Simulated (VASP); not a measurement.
# C (Fd-3m) in VASP: settings compared

Aim: see how the results for C move with the level of theory and the settings. Levels: PBEsol+D4, PBEsol, PBE. Tasks: single point, relaxation of cell and atoms.

All numbers are computed with VASP 6.6.1; they aren't measurements. Logs are shortened: lines on timing, memory, paths and dates and some standing lists are left out, and cuts for length are marked.

**1. The cell of the first run**

The structure is cubic, space group Fd-3m (No. 227). The conventional cell has a = 3.546 Å, b = 3.546 Å, c = 3.546 Å, α = 90.00°, β = 90.00°, γ = 90.00°. C (site symmetry -43m) has 4 C at 1.54 Å within 2.0 Å.

**2. Single point, PBEsol+D4**

INCAR

```
SYSTEM = C
ALGO = Normal
EDIFF = 1E-6
ENCUT = 520
GGA = PS
ISIF = 2
ISMEAR = -1
IVDW = 13
LASPH = .TRUE.
LCHARG = .FALSE.
LREAL = .FALSE.
LWAVE = .FALSE.
NBANDS = 11
NELM = 100
PREC = Accurate
SIGMA = 0.05
```

KPOINTS

```
k-points
0
G
  13 13 13
  0 0 0
```

POSCAR

```
C
1.0
    0.0000000000      1.7728545540      1.7728545540
    1.7728545540      0.0000000000      1.7728545540
    1.7728545540      1.7728545540      0.0000000000
C
2
Direct
    0.7500000000      0.7500000000      0.7500000000
    0.5000000000      0.5000000000      0.5000000000
```

Potentials or basis: VASP PAW PBE potentials, release 64 (C).

Command:

```bash
> cat potpaw_PBE.64/C/POTCAR > POTCAR
> mpirun -np 1 vasp_std > vasp.out
```

OUTCAR:

```text
SYSTEM = C
   EDIFF = 1E-6
   ENCUT = 520
   GGA = PS
   ISIF = 2
   ISMEAR = -1
   IVDW = 13
   LASPH = .TRUE.
   LREAL = .FALSE.
   NELM = 100
   PREC = Accurate

 ion  position               nearest neighbor table
   1  0.750  0.750  0.750-   2 1.54   2 1.54   2 1.54   2 1.54
   2  0.500  0.500  0.500-   1 1.54   1 1.54   1 1.54   1 1.54

  LATTYP: Found a face centered cubic cell.
 ALAT       =     3.5457091080

  Lattice vectors:

 A1 = (   0.0000000000,   1.7728545540,   1.7728545540)
 A2 = (   1.7728545540,   0.0000000000,   1.7728545540)
 A3 = (   1.7728545540,   1.7728545540,   0.0000000000)

Analysis of symmetry for initial positions (statically):
=====================================================================
 Subroutine PRICEL returns:
 Original cell was already a primitive cell.

 Routine SETGRP: Setting up the symmetry group for a
 face centered cubic supercell.

 Subroutine GETGRP returns: Found 48 space group operations
 (whereof 24 operations were pure point group operations)
 out of a pool of 48 trial point group operations.

The static configuration has the point symmetry T_d .
 The point group associated with its full space group is O_h .

Analysis of symmetry for dynamics (positions and initial velocities):
=====================================================================
 Subroutine PRICEL returns:
 Original cell was already a primitive cell.

 Routine SETGRP: Setting up the symmetry group for a
 face centered cubic supercell.

 Subroutine GETGRP returns: Found 48 space group operations
 (whereof 24 operations were pure point group operations)
 out of a pool of 48 trial point group operations.

The dynamic configuration has the point symmetry T_d .
 The point group associated with its full space group is O_h .

 Subroutine INISYM returns: Found 48 space group operations
 (whereof 24 operations are pure point group operations),
 and found     1 'primitive' translations

----------------------------------------------------------------------------------------

                                     Primitive cell

  volume of cell :      11.1442

  direct lattice vectors                    reciprocal lattice vectors
     0.000000000  1.772854554  1.772854554    -0.282031032  0.282031032  0.282031032
     1.772854554  0.000000000  1.772854554     0.282031032 -0.282031032  0.282031032
     1.772854554  1.772854554  0.000000000     0.282031032  0.282031032 -0.282031032

  length of vectors
     2.507194954  2.507194954  2.507194954     0.488492077  0.488492077  0.488492077
[... 89 lines left out ...]
   POTIM  = 0.5000    time-step for ionic-motion
   TEBEG  =    0.0;   TEEND  =   0.0 temperature during run
   PSTRESS=    0.0 pullay stress
   NELECT =       8.0000    total number of electrons
   NUPDOWN=      -1.0000    fix difference up-down
   EMIN   =  10.00;   EMAX   =-10.00  energy-range for DOS
   EFERMI =   0.00;   METHOD = LEGACY
   ISMEAR =    -1;   SIGMA  =   0.05  broadening in eV -4-tet -1-fermi 0-gaus
   EFERMI_NEDOS =   21; number of points for ismear=-14 and -15
   IALGO  =     38    algorithm
   IMIX   =      4    mixing-type and parameters
     AMIX     =   0.40;   BMIX     =  1.00
     AMIX_MAG =   1.60;   BMIX_MAG =  1.00
  volume/ion in A,a.u.               =       5.57        37.60
  Fermi-wavevector in a.u.,A,eV,Ry     =   1.465846  2.770048 29.234905  2.148705
  Thomas-Fermi vector in A             =   2.581654
   LORBIT       =      0    0 simple, 1 ext, 2 COOP (PROOUT), +10 PAW based schemes
   GGA     = PS    functional components
   LHFCALC =     F    Hartree Fock is set to
   AEXX    =    0.0000 exact exchange contribution
   IVDW    =    13    specifies the selected vdW correction
   LEPSILON=     F    determine dielectric tensor
   LRPA    =     F    only Hartree local field effects (RPA)
 non-spin polarized calculation
  energy-cutoff  :      520.00
  volume of cell :       11.14
 maximum number of plane-waves:       310
   NGX =  9   NGY =  9   NGZ =  9

 number of electron       7.9999999 magnetization

 Free energy of the ion-electron system (eV)
  ---------------------------------------------------
  ext. energy  EPLUGINS =         0.00000000
  ---------------------------------------------------
  free energy    TOTEN  =       -19.24833846 eV

  energy without entropy =      -19.24833846  energy(sigma->0) =      -19.24833846

 E-fermi :  10.8419     XC(G=0): -13.5207

 val. band max:        9.9677448394   @ k =   0.0000   0.0000   0.0000
 cond. band min:      14.0186927631   @ k =   0.3846   0.3846   0.0000
 fundamental gap:      4.0509479237
 Fermi energy:        10.8418714297

 k-point     1 :       0.0000    0.0000    0.0000
  band No.  band energies     occupation
      1     -11.7943      2.00000
      2       9.9677      2.00000
      3       9.9677      2.00000
      4       9.9677      2.00000
      5      15.5557      0.00000
      6      15.5557      0.00000
      7      15.5557      0.00000
      8      23.7429      0.00000
      9      29.1552      0.00000
     10      36.6326      0.00000
     11      36.6326      0.00000
[... 309 lines left out ...]
 k-point    24 :       0.4615    0.1538    0.0000
  band No.  band energies     occupation
      1      -6.6864      2.00000
      2      -1.4675      2.00000
      3       5.4618      2.00000
      4       5.9739      2.00000
      5      17.0116      0.00000
      6      20.6177      0.00000
      7      21.0638      0.00000
      8      23.9234      0.00000
      9      30.5632      0.00000
     10      33.4546      0.00000
     11      37.1308      0.00000

 [... further k-points ...]

------------------------ aborting loop because EDIFF is reached ----------------------------------------

  DFT-D4 for vdW energy calculation

  Edisp (eV):   -0.24161

  FORCE on cell =-STRESS in cart. coord.  units (eV):
  Direction    XX          YY          ZZ          XY          YZ          ZX
  --------------------------------------------------------------------------------------
  -------------------------------------------------------------------------------------
  Total       0.07896     0.07896     0.07896    -0.00000    -0.00000    -0.00000
  in kB      11.35243    11.35243    11.35243    -0.00000    -0.00000    -0.00000
  external pressure =       11.35 kB  Pullay stress =        0.00 kB

 VOLUME and BASIS-vectors are now :
 -----------------------------------------------------------------------------
  energy-cutoff  :      520.00
  volume of cell :       11.14
      direct lattice vectors                 reciprocal lattice vectors
     0.000000000  1.772854554  1.772854554    -0.282031032  0.282031032  0.282031032
     1.772854554  0.000000000  1.772854554     0.282031032 -0.282031032  0.282031032
     1.772854554  1.772854554  0.000000000     0.282031032  0.282031032 -0.282031032

 POSITION                                       TOTAL-FORCE (eV/Angst)
 -----------------------------------------------------------------------------------
      2.65928      2.65928      2.65928        -0.000000     -0.000000     -0.000000
      1.77285      1.77285      1.77285         0.000000      0.000000      0.000000
 -----------------------------------------------------------------------------------
    total drift:                                0.000000     -0.000000      0.000000

  FREE ENERGIE OF THE ION-ELECTRON SYSTEM (eV)
  ---------------------------------------------------
  free  energy   TOTEN  =       -19.4899493941 eV

  energy  without entropy=      -19.4899493940  energy(sigma->0) =      -19.48994939
```

OSZICAR:

```text
N       E                     dE             d eps       ncg     rms          rms(c)
DAV:   1     0.189550461395E+00    0.18955E+00   -0.47780E+03  1912   0.701E+02
DAV:   2    -0.195793212027E+02   -0.19769E+02   -0.19162E+02  2454   0.128E+02
DAV:   3    -0.199461317240E+02   -0.36681E+00   -0.36596E+00  2162   0.133E+01
DAV:   4    -0.199467259103E+02   -0.59419E-03   -0.59417E-03  2015   0.659E-01
DAV:   5    -0.199467265346E+02   -0.62425E-06   -0.62413E-06  2135   0.205E-02    0.572E+00
DAV:   6    -0.194281375472E+02    0.51859E+00   -0.26669E-01  1887   0.359E+00    0.338E+00
DAV:   7    -0.192477267855E+02    0.18041E+00   -0.31935E-01  2019   0.396E+00    0.716E-01
DAV:   8    -0.192483127182E+02   -0.58593E-03   -0.76749E-03  1938   0.691E-01    0.295E-02
DAV:   9    -0.192483303334E+02   -0.17615E-04   -0.14613E-05  2232   0.347E-02    0.217E-02
DAV:  10    -0.192483386087E+02   -0.82753E-05   -0.34436E-06  1998   0.163E-02    0.448E-03
DAV:  11    -0.192483384602E+02    0.14847E-06   -0.89320E-08  1106   0.262E-03
   1 F= -.19489949E+02 E0= -.19489949E+02  d E =-.671900E-10
```

stdout:

```text
POSCAR found type information on POSCAR C
 POSCAR found :  1 types and       2 ions
 scaLAPACK will be used
 -----------------------------------------------------------------------------
|                                                                             |
|                                                                             |
|     You enforced a specific xc type in the INCAR file but a different       |
|     I HOPE YOU KNOW WHAT YOU ARE DOING!                                     |
|                                                                             |
 -----------------------------------------------------------------------------

 LDA part: xc-table for (Slater+PW92), standard interpolation
 POSCAR, INCAR and KPOINTS ok, starting setup
 FFT: planning ... GRIDC
 FFT: planning ... GRID_SOFT
 FFT: planning ... GRID
 WAVECAR not read
 entering main loop
```

Run time: 22 s. Hardware: 1 thread of Intel Xeon 8259CL, shared host; peak memory 0.12 GiB.

What came out:

* Free energy: -19.4899 eV
* Pressure: 1.1 GPa
* Band gap on the k mesh: 4.05 eV, indirect (least direct gap 5.59 eV)
* Dispersion energy per atom: -0.121 eV

Levels at points of the mesh, in eV from the valence-band top:
```tsv
k point	band 2	band 3	band 4	band 5	band 6	band 7
(0.00, 0.00, 0.00)	0.00	0.00	0.00	5.59	5.59	5.59
```

Caveat: the PAW data sets were made with another functional, which shifts forces and pressure a little. A k mesh can miss the band edges.

**3. Relaxation of cell and atoms, PBEsol**

This run uses another cell than the first one, of 5.67 Å³/atom, 1.018 times its volume.

INCAR

```
SYSTEM = C
  PREC = Accurate
  ENCUT = 600
  EDIFF = 1E-7
  ISMEAR = -1
  SIGMA = 0.05
  LREAL = .False.
  LASPH = .True.
  NELM = 80
  ALGO = Normal
  ISIF = 3
  LWAVE = .False.
  LCHARG = .False.
  GGA = PS
  IBRION = 2
  NSW = 60
  EDIFFG = -0.01
```

KPOINTS

```
Automatic mesh
0
Gamma
  13 13 13
  0 0 0
```

POSCAR

```
C
1.0
    0.0000000000      1.7833700000      1.7833700000
    1.7833700000      0.0000000000      1.7833700000
    1.7833700000      1.7833700000      0.0000000000
C
2
Direct
    0.7500000000      0.7500000000      0.7500000000
    0.5000000000      0.5000000000      0.5000000000
```

Potentials or basis: VASP PAW PBE potentials, release 64 (C).

Command:

```bash
> cat potpaw_PBE.64/C/POTCAR > POTCAR
> mpirun -np 1 vasp_std > vasp.out
```

Run time: 27 s. Hardware: 1 thread of Intel Xeon 8259CL, shared host; peak memory 0.12 GiB.

It converged, with:

- Free energy: -19.2548 eV
- Relaxed volume: 5.62 Å³/atom
- Relaxed cell: a = 2.514 Å, b = 2.514 Å, c = 2.514 Å, α = 60.00°, β = 60.00°, γ = 60.00°
- Space group after relaxing (to 0.05 Å): Fd-3m (No. 227)
- Energy gained by relaxing: 0.8 meV/atom
- Ionic steps: 3
- Pressure after relaxing: 0.0 GPa
- Band gap on the k mesh: 4.03 eV, indirect (least direct gap 5.57 eV)

Step by step:
```tsv
step	energy change (eV)	largest force (eV/Å)	pressure (GPa)	volume (Å³)
1	0.0000	0.0000	-4.40	11.34
2	0.0010	0.0000	5.82	11.09
3	-0.0016	0.0000	-0.01	11.23
```

Final structure:
```
CELL_PARAMETERS angstrom
0.00000 1.77745 1.77745
1.77745 0.00000 1.77745
1.77745 1.77745 0.00000
ATOMIC_POSITIONS crystal
C 0.75000 0.75000 0.75000
C 0.50000 0.50000 0.50000
```

Levels at points of the mesh, in eV from the valence-band top:
```
           k point  band 1  band 2  band 3  band 4  band 5  band 6  band 7  band 8
(0.00, 0.00, 0.00)  -21.66    0.00    0.00    0.00    5.57    5.57    5.57   13.60
```

Caveat: the PAW data sets were made with another functional, which shifts forces and pressure a little.

**4. Relaxation of cell and atoms, PBEsol+D4**

This run uses another cell than the first one, of 5.67 Å³/atom, 1.018 times its volume.

INCAR

```
  PREC = Accurate
  ENCUT = 600
  EDIFF = 1E-6
  ISMEAR = -1
  SIGMA = 0.05
  LREAL = F
  LASPH = T
  NELM = 60
  ALGO = Normal
  ISIF = 3
  LWAVE = F
  LCHARG = F
  GGA = PS
  IVDW = 13
  IBRION = 2
  NSW = 60
  EDIFFG = -0.01
```

KPOINTS

```
regular mesh
0
Gamma
  13 13 13
```

POSCAR is that of step 3.

Command:

```bash
> cat potpaw_PBE.64/C/POTCAR > POTCAR
> mpirun -np 1 vasp_std > vasp.out
```

It took 48 s on 1 thread of Intel Xeon 8259CL, shared host; peak memory 0.12 GiB.

The run converged. Its results:

* Free energy: -19.4955 eV
* Relaxed volume: 5.58 Å³/atom
* Relaxed cell: a = 2.508 Å, b = 2.508 Å, c = 2.508 Å, α = 60.00°, β = 60.00°, γ = 60.00°
* Space group after relaxing (to 0.05 Å): Fd-3m (No. 227)
* Energy gained by relaxing: 2.2 meV/atom
* Ionic steps: 3
* Pressure after relaxing: 0.0 GPa
* Band gap on the k mesh: 4.05 eV, indirect (least direct gap 5.59 eV)
* Dispersion energy per atom: -0.121 eV

Step by step:
| step | energy change (eV) | largest force (eV/Å) | pressure (GPa) | volume (Å³) |
| --- | --- | --- | --- | --- |
| 1 | 0.0000 | 0.0000 | -7.43 | 11.34 |
| 2 | 0.0029 | 0.0000 | 10.17 | 10.92 |
| 3 | -0.0045 | 0.0000 | -0.03 | 11.16 |

Final structure:
```
C
1.0
     0.00000    1.77343    1.77343
     1.77343    0.00000    1.77343
     1.77343    1.77343    0.00000
C
2
Direct
  0.75000 0.75000 0.75000
  0.50000 0.50000 0.50000
```

Levels at points of the mesh, in eV from the valence-band top:
| k point | band 1 | band 2 | band 3 | band 4 | band 5 | band 6 | band 7 | band 8 |
| --- | --- | --- | --- | --- | --- | --- | --- | --- |
| (0.00, 0.00, 0.00) | -21.75 | 0.00 | 0.00 | 0.00 | 5.59 | 5.59 | 5.59 | 13.75 |

Caveat: the PAW data sets were made with another functional, which shifts forces and pressure a little.

[end of part 1 of 2]
